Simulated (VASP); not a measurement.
# TaN (P-62m) in VASP: notebook

TaN is run at these levels: PBE+D3(BJ), revPBE+D4, BLYP, RPBE+D3(BJ), r2SCAN+U; tasks: single point.

All numbers are computed with VASP 6.6.1; they aren't measurements. Logs are shortened: lines on timing, memory, paths and dates and some standing lists are left out, and cuts for length are marked.

## (1) The cell of the first run

The structure is hexagonal, space group P-62m (No. 189). Conventional cell: a = 5.189 Å, b = 5.189 Å, c = 2.904 Å, α = 90.00°, β = 90.00°, γ = 120.00°. Within 2.7 Å of Ta (site symmetry -62m) lie 3 N at 2.04 Å. Ta (site symmetry -6) has 6 N at 2.16 Å within 2.9 Å. N (site symmetry m2m) has 5 Ta at 2.04 to 2.16 Å within 2.7 Å.

## (2) Single point, PBE+D3(BJ)

The input, INCAR:

```
PREC = Accurate
ENCUT = 520
EDIFF = 1E-7
ISMEAR = -1
SIGMA = 0.05
LREAL = F
LASPH = T
NELM = 80
ALGO = Normal
ISIF = 2
LWAVE = F
LCHARG = T
GGA = PE
IVDW = 12
LELF = T
LVHAR = T
NBANDS = 33
```

The input, KPOINTS:

```
Automatic mesh
0
Gamma
  6 6 9
```

The input, POSCAR:

```
TaN
1.0
    5.1892055062      0.0000000000      0.0000000000
   -2.5946027531      4.4939837938      0.0000000000
    0.0000000000      0.0000000000      2.9039766922
Ta N
3 3
Direct
    0.0000000000      0.0000000000      0.0000000000
    0.6666666667      0.3333333333      0.5000000000
    0.3333333333      0.6666666667      0.5000000000
    0.0000000000      0.3933812513      0.0000000000
    0.6066187487      0.6066187487      0.0000000000
    0.3933812513      0.0000000000      0.0000000000
```

Potentials or basis: VASP PAW PBE potentials, release 64 (Ta_pv, N).

Command:

```console
cat potpaw_PBE.64/Ta_pv/POTCAR potpaw_PBE.64/N/POTCAR > POTCAR
mpirun -np 1 vasp_std > vasp.out
```

OUTCAR:

```text
PREC = Accurate
   ENCUT = 520
   EDIFF = 1E-7
   ISMEAR = -1
   LREAL = F
   LASPH = T
   NELM = 80
   ISIF = 2
   GGA = PE
   IVDW = 12
 IVDW          = 12

 ion  position               nearest neighbor table
   1  0.000  0.000  0.000-   4 2.04   5 2.04   6 2.04   3 3.33   2 3.33   2 3.33   3 3.33   3 3.33
                             3 3.33   2 3.33   2 3.33   2 3.33   2 3.33   3 3.33   3 3.33
   2  0.667  0.333  0.500-   4 2.16   4 2.16   6 2.16   6 2.16   5 2.16   5 2.16   3 3.00   3 3.00
                             3 3.00   1 3.33   1 3.33   1 3.33   1 3.33   1 3.33   1 3.33
   3  0.333  0.667  0.500-   6 2.16   6 2.16   4 2.16   4 2.16   5 2.16   5 2.16   2 3.00   2 3.00
                             2 3.00   1 3.33   1 3.33   1 3.33   1 3.33   1 3.33   1 3.33
   4  0.000  0.393  0.000-   1 2.04   2 2.16   2 2.16   3 2.16   3 2.16
   5  0.607  0.607  0.000-   1 2.04   2 2.16   2 2.16   3 2.16   3 2.16
   6  0.393  0.000  0.000-   1 2.04   3 2.16   3 2.16   2 2.16   2 2.16

  LATTYP: Found a hexagonal cell.
 ALAT       =     5.1892055062
 C/A-ratio  =     0.5596187487

  Lattice vectors:

 A1 = (   5.1892055062,   0.0000000000,   0.0000000000)
 A2 = (  -2.5946027531,   4.4939837938,   0.0000000000)
 A3 = (   0.0000000000,   0.0000000000,   2.9039766922)

Analysis of symmetry for initial positions (statically):
=====================================================================
 Subroutine PRICEL returns:
 Original cell was already a primitive cell.

 Routine SETGRP: Setting up the symmetry group for a
 hexagonal supercell.

 Subroutine GETGRP returns: Found 12 space group operations
 (whereof 12 operations were pure point group operations)
 out of a pool of 24 trial point group operations.

The static configuration has the point symmetry D_3h.

Analysis of symmetry for dynamics (positions and initial velocities):
=====================================================================
 Subroutine PRICEL returns:
 Original cell was already a primitive cell.

 Routine SETGRP: Setting up the symmetry group for a
 hexagonal supercell.

 Subroutine GETGRP returns: Found 12 space group operations
 (whereof 12 operations were pure point group operations)
 out of a pool of 24 trial point group operations.

The dynamic configuration has the point symmetry D_3h.

 Subroutine INISYM returns: Found 12 space group operations
 (whereof 12 operations are pure point group operations),
 and found     1 'primitive' translations

[... 103 lines left out ...]
   LREAL  =      F    real-space projection
   EDIFFG = 0.1E-05   stopping-criterion for IOM
   NSW    =      0    number of steps for IOM
   IBRION =     -1    ionic relax: 0-MD 1-quasi-New 2-CG
   NFREE  =      0    steps in history (QN), initial steepest desc. (CG)
   ISIF   =      2    stress and relaxation
   ISYM   =      2    0-nonsym 1-usesym 2-fastsym
   POTIM  = 0.5000    time-step for ionic-motion
   TEBEG  =    0.0;   TEEND  =   0.0 temperature during run
   PSTRESS=    0.0 pullay stress
   NELECT =      48.0000    total number of electrons
   NUPDOWN=      -1.0000    fix difference up-down
   EMIN   =  10.00;   EMAX   =-10.00  energy-range for DOS
   EFERMI =   0.00;   METHOD = LEGACY
   ISMEAR =    -1;   SIGMA  =   0.05  broadening in eV -4-tet -1-fermi 0-gaus
   EFERMI_NEDOS =   21; number of points for ismear=-14 and -15
   IALGO  =     38    algorithm
   IMIX   =      4    mixing-type and parameters
     AMIX     =   0.40;   BMIX     =  1.00
     AMIX_MAG =   1.60;   BMIX_MAG =  1.00
  volume/ion in A,a.u.               =      11.29        76.17
  Fermi-wavevector in a.u.,A,eV,Ry     =   1.459643  2.758326 28.988010  2.130559
  Thomas-Fermi vector in A             =   2.576186
   LORBIT       =      0    0 simple, 1 ext, 2 COOP (PROOUT), +10 PAW based schemes
   GGA     = PE    functional components
   LHFCALC =     F    Hartree Fock is set to
   AEXX    =    0.0000 exact exchange contribution
   IVDW    =    12    specifies the selected vdW correction
   LEPSILON=     F    determine dielectric tensor
   LRPA    =     F    only Hartree local field effects (RPA)
 non-spin polarized calculation
  energy-cutoff  :      520.00
  volume of cell :       67.72
 maximum number of plane-waves:      1846
 NGX is ok and might be reduce to    40
   NGX = 19   NGY = 19   NGZ = 11

 number of electron      48.0000001 magnetization

 Free energy of the ion-electron system (eV)
  ---------------------------------------------------
  ext. energy  EPLUGINS =         0.00000000
  ---------------------------------------------------
  free energy    TOTEN  =       -67.45583113 eV

  energy without entropy =      -67.44923909  energy(sigma->0) =      -67.45253511

 E-fermi :   8.3704     XC(G=0): -13.0325

 val. band max:        8.3665653468   @ k =   0.0000   0.0000   0.2222
 cond. band min:       8.3888344361   @ k =   0.1667   0.0000   0.2222
 fundamental gap:      0.0222690893
 Fermi energy:         8.3703878474

 k-point     1 :       0.0000    0.0000    0.0000
  band No.  band energies     occupation
      1     -27.8509      2.00000
      2     -27.8509      2.00000
      3     -27.4930      2.00000
      4     -27.4930      2.00000
      5     -27.3122      2.00000
      6     -27.2034      2.00000
[... 853 lines left out ...]
     32      12.1243      0.00000
     33      13.4963      0.00000

 [... further k-points ...]

------------------------ aborting loop because EDIFF is reached ----------------------------------------

 Edisp (eV)   -2.66404

 E8    (eV) :    -1.2312

  FORCE on cell =-STRESS in cart. coord.  units (eV):
  Direction    XX          YY          ZZ          XY          YZ          ZX
  --------------------------------------------------------------------------------------
  -------------------------------------------------------------------------------------
  Total       0.33847     0.33847     0.27166     0.00000     0.00000    -0.00000
  in kB       8.00765     8.00765     6.42703     0.00000     0.00000    -0.00000
  external pressure =        7.48 kB  Pullay stress =        0.00 kB

 VOLUME and BASIS-vectors are now :
 -----------------------------------------------------------------------------
  energy-cutoff  :      520.00
  volume of cell :       67.72
      direct lattice vectors                 reciprocal lattice vectors
     5.189205506  0.000000000  0.000000000     0.192707727  0.111259858  0.000000000
    -2.594602753  4.493983794  0.000000000     0.000000000  0.222519717  0.000000000
     0.000000000  0.000000000  2.903976692     0.000000000  0.000000000  0.344355381

 POSITION                                       TOTAL-FORCE (eV/Angst)
 -----------------------------------------------------------------------------------
      0.00000      0.00000      0.00000        -0.000000     -0.000000      0.000000
      2.59460      1.49799      1.45199        -0.000000     -0.000000      0.000000
     -0.00000      2.99599      1.45199        -0.000000      0.000000      0.000000
     -1.02067      1.76785      0.00000        -0.003137      0.005433      0.000000
      1.57393      2.72613      0.00000        -0.003137     -0.005433      0.000000
      2.04134      0.00000      0.00000         0.006273      0.000000     -0.000000
 -----------------------------------------------------------------------------------
    total drift:                               -0.000002     -0.000003      0.000000

  FREE ENERGIE OF THE ION-ELECTRON SYSTEM (eV)
  ---------------------------------------------------
  free  energy   TOTEN  =       -70.1198676333 eV

  energy  without entropy=      -70.1132755850  energy(sigma->0) =      -70.11657161
```

It used 120 s of CPU time on 1 thread of AMD EPYC 7R13 Processor (Zen 3), with other jobs on the host.

Results:

- Free energy: -70.1199 eV
- Pressure: 0.7 GPa
- Largest force: 0.006 eV/Å
- Band gap on the k mesh: zero (band 24 reaches 10.15 eV, above the bottom of band 25 at 7.05 eV)
- Dispersion energy per atom: -0.444 eV

Forces in eV/Å, atoms in the order of the input:
```
Ta   0.000  0.000  0.000
Ta   0.000  0.000  0.000
Ta   0.000  0.000  0.000
N   -0.003  0.005  0.000
N   -0.003 -0.005  0.000
N    0.006  0.000  0.000
```

Caveat: spin-orbit coupling is left out, which moves the levels of the heavy elements; pairwise dispersion overbinds metals, which lowers pressure and volume.

## (3) Single point, revPBE+D4

This run uses another cell than the first one, of 11.31 Å³/atom, 1.002 times its volume.

The input, INCAR:

```
ALGO = Normal
EDIFF = 1E-7
ENCUT = 520
GGA = RE
ISIF = 2
ISMEAR = -1
IVDW = 13
LASPH = True
LCHARG = False
LREAL = False
LWAVE = False
NBANDS = 33
NELM = 80
PREC = Accurate
SIGMA = 0.05
```

The input, KPOINTS:

```
k-points
0
Gamma
  6 6 9
```

The input, POSCAR:

```
TaN
1.0
    5.1939155987      0.0000000000      0.0000000000
   -2.5969577994      4.4980628536      0.0000000000
    0.0000000000      0.0000000000      2.9046139785
Ta N
3 3
Direct
    0.0000000000      0.0000000000      0.0000000000
    0.6666666667      0.3333333333      0.5000000000
    0.3333333333      0.6666666667      0.5000000000
    0.0000000000      0.3933734592      0.0000000000
    0.6066265408      0.6066265408      0.0000000000
    0.3933734592      0.0000000000      0.0000000000
```

Potentials or basis: VASP PAW PBE potentials, release 64 (Ta_pv, N).

Command:

```console
cat potpaw_PBE.64/Ta_pv/POTCAR potpaw_PBE.64/N/POTCAR > POTCAR
mpirun -np 1 vasp_std > vasp.out
```

OUTCAR:

```text
EDIFF = 1E-7
   ENCUT = 520
   GGA = RE
   ISIF = 2
   ISMEAR = -1
   IVDW = 13
   LASPH = True
   LREAL = False
   NELM = 80
   PREC = Accurate

 ion  position               nearest neighbor table
   1  0.000  0.000  0.000-   5 2.04   6 2.04   4 2.04   3 3.33   2 3.33   2 3.33   3 3.33   2 3.33
                             2 3.33   3 3.33   3 3.33   2 3.33   2 3.33   3 3.33   3 3.33
   2  0.667  0.333  0.500-   4 2.16   4 2.16   6 2.16   6 2.16   5 2.16   5 2.16   3 3.00   3 3.00
                             3 3.00   1 3.33   1 3.33   1 3.33   1 3.33   1 3.33   1 3.33
   3  0.333  0.667  0.500-   6 2.16   6 2.16   4 2.16   4 2.16   5 2.16   5 2.16   2 3.00   2 3.00
                             2 3.00   1 3.33   1 3.33   1 3.33   1 3.33   1 3.33   1 3.33
[... 1079 lines left out ...]
  Total       0.34515     0.34515     0.24741    -0.00000     0.00000    -0.00000
  in kB       8.14910     8.14910     5.84142    -0.00000     0.00000    -0.00000
  external pressure =        7.38 kB  Pullay stress =        0.00 kB

 VOLUME and BASIS-vectors are now :
 -----------------------------------------------------------------------------
  energy-cutoff  :      520.00
  volume of cell :       67.86
      direct lattice vectors                 reciprocal lattice vectors
     5.193915599  0.000000000  0.000000000     0.192532971  0.111158962  0.000000000
    -2.596957799  4.498062854  0.000000000     0.000000000  0.222317925  0.000000000
     0.000000000  0.000000000  2.904613979     0.000000000  0.000000000  0.344279828

 POSITION                                       TOTAL-FORCE (eV/Angst)
 -----------------------------------------------------------------------------------
      0.00000      0.00000      0.00000         0.000000     -0.000000      0.000000
      2.59696      1.49935      1.45231         0.000000     -0.000000      0.000000
     -0.00000      2.99871      1.45231         0.000000     -0.000000      0.000000
     -1.02157      1.76942      0.00000        -0.007387      0.012794      0.000000
      1.57538      2.72864      0.00000        -0.007387     -0.012794      0.000000
      2.04315      0.00000      0.00000         0.014773     -0.000000     -0.000000
 -----------------------------------------------------------------------------------
    total drift:                               -0.000002     -0.000003      0.000000

  FREE ENERGIE OF THE ION-ELECTRON SYSTEM (eV)
  ---------------------------------------------------
  free  energy   TOTEN  =       -68.0884690267 eV

  energy  without entropy=      -68.0818710495  energy(sigma->0) =      -68.08517004
```

stdout:

```text
POSCAR found type information on POSCAR TaN
 POSCAR found :  2 types and       6 ions
 scaLAPACK will be used
 -----------------------------------------------------------------------------
|                                                                             |
|                                                                             |
|     You enforced a specific xc type in the INCAR file but a different       |
|     I HOPE YOU KNOW WHAT YOU ARE DOING!                                     |
|                                                                             |
 -----------------------------------------------------------------------------

 LDA part: xc-table for (Slater+PW92), standard interpolation
 POSCAR, INCAR and KPOINTS ok, starting setup
 FFT: planning ... GRIDC
 FFT: planning ... GRID_SOFT
 FFT: planning ... GRID
 WAVECAR not read
 entering main loop
```

It used 170 s of CPU time on 1 thread of AMD EPYC 7R13 Processor (Zen 3) (shared host).

Results:

```
Free energy                : -68.0885 eV
Pressure                   : 0.7 GPa
Largest force              : 0.015 eV/Å
Band gap on the k mesh     : zero (band 24 reaches 10.20 eV, above the bottom of band 25 at 7.10 eV)
Dispersion energy per atom : -0.529 eV
```

Forces in eV/Å, atoms in the order of the input:
```
Ta   0.000  0.000  0.000
Ta   0.000  0.000  0.000
Ta   0.000  0.000  0.000
N   -0.007  0.013  0.000
N   -0.007 -0.013  0.000
N    0.015  0.000  0.000
```

Levels at points of the mesh, in eV from the Fermi level:
```csv
k point,band 22,band 23,band 24,band 25,band 26,band 27
"(0.00, 0.00, 0.00)",-3.31,-1.90,-0.90,-0.90,0.65,0.65
"(0.50, 0.00, 0.00)",-3.87,-2.83,-2.60,1.26,1.86,1.95
```

Caveat: the PAW data sets were made with another functional, which shifts forces and pressure a little; spin-orbit coupling is left out, which moves the levels of the heavy elements; pairwise dispersion overbinds metals, which lowers pressure and volume.

## (4) Single point, BLYP

This run uses another cell than the first one, of 11.92 Å³/atom, 1.056 times its volume.

The input, INCAR:

```
SYSTEM = TaN
PREC     = Accurate       ! precision mode
ENCUT    = 520            ! plane-wave cutoff, eV
EDIFF    = 1E-7           ! SCF threshold, eV
ISMEAR   = -1             ! smearing method
SIGMA    = 0.05           ! smearing width, eV
LREAL    = .FALSE.        ! projectors in reciprocal space
LASPH    = .TRUE.         ! aspherical terms in the spheres
NELM     = 60             ! most SCF steps
ALGO     = Normal         ! electronic algorithm
ISIF     = 2              ! what is computed and relaxed
LWAVE    = .FALSE.        ! write WAVECAR
LCHARG   = .FALSE.        ! write CHGCAR
GGA      = B5             ! functional
ALDAX    = 1.0          
AGGAX    = 1.0          
AGGAC    = 1.0          
ALDAC    = 0.0          
NBANDS   = 33             ! bands
```

The input, KPOINTS:

```
Automatic mesh
0
G
  6 6 9
  0 0 0
```

The input, POSCAR:

```
TaN
1.0
    5.2951230144      0.0000000000      0.0000000000
   -2.6475615072      4.5857110466      0.0000000000
    0.0000000000      0.0000000000      2.9456534347
Ta N
3 3
Direct
    0.0000000000      0.0000000000      0.0000000000
    0.6666666667      0.3333333333      0.5000000000
    0.3333333333      0.6666666667      0.5000000000
    0.0000000000      0.3899530678      0.0000000000
    0.6100469322      0.6100469322      0.0000000000
    0.3899530678      0.0000000000      0.0000000000
```

Command:

```console
cat potpaw_PBE.64/Ta_pv/POTCAR potpaw_PBE.64/N/POTCAR > POTCAR
mpirun -np 1 vasp_std > vasp.out
```

It took 3.5 min on 1 thread of AMD EPYC 7R13 (Zen 3), shared host; peak memory 0.19 GiB.

The run converged. Its results:

| Item | Value |
| --- | --- |
| Free energy | -61.7764 eV |
| Pressure | 1.7 GPa |
| Largest force | 0.024 eV/Å |
| Band gap on the k mesh | zero (band 24 reaches 9.96 eV, above the bottom of band 25 at 7.01 eV) |

Forces on the atoms (eV/Å):
```
Ta   0.000  0.000  0.000
Ta   0.000  0.000  0.000
Ta   0.000  0.000  0.000
N   -0.012  0.020  0.000
N   -0.012 -0.020  0.000
N    0.024  0.000  0.000
```

Levels at points of the mesh, in eV from the Fermi level:
```
           k point  band 20  band 21  band 22  band 23  band 24  band 25  band 26  band 27  band 28  band 29
(0.00, 0.00, 0.00)    -4.83    -4.10    -3.16    -1.85    -0.86    -0.86     0.65     0.65     1.55     1.82
(0.50, 0.00, 0.00)    -4.33    -3.78    -3.69    -2.68    -2.48     1.14     1.72     1.85     2.24     2.27
```

Caveat: the PAW data sets were made with another functional, which shifts forces and pressure a little; spin-orbit coupling is left out, which moves the levels of the heavy elements.

(Continued in part 2 of 2.)
